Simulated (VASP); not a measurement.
Runs of VASP 6.6.1 on Hf. The structure is that of space group Fm-3m (No. 225), or close to it. The cells are those of the table. 

| task | cell | k mesh for the DOS | occupations for the DOS | gap on the mesh (eV) | pressure (GPa) |
| --- | --- | --- | --- | --- | --- |
| single point | a = 2.994 Å, angles 60.0°, 1 atom | - | - | none | 16.8 |
| single point | a = 2.747 Å, angles 60.0°, 1 atom | - | - | none | 79.8 |
| single point | a = 2.358 Å, angles 60.0°, 1 atom | - | - | none | (a) |
| single point | a = 2.480 Å, angles 60.0°, 1 atom | - | - | none | 254.5 |
| single point | a = 2.876 Å, angles 60.0°, 1 atom | - | - | none | (b) |

Alike in all rows: level PBEsol; potentials or basis VASP PAW PBE potentials, release 64 (Hf_pv); no spin polarisation; k mesh 16 × 16 × 16; cutoff (eV) 520; smearing fermi-dirac 0.05 eV.

Task: Fill in the values left out.

Result: (a) 420.5; (b) 40.2.

Caveats: the PAW data sets were made with another functional, which shifts forces and pressure a little; spin-orbit coupling is left out, which moves the levels of the heavy elements.

A k mesh can miss the band edges, and the runs leave out spin-orbit coupling on Hf.

A gap of «none» marks levels without a gap at the run's occupations.
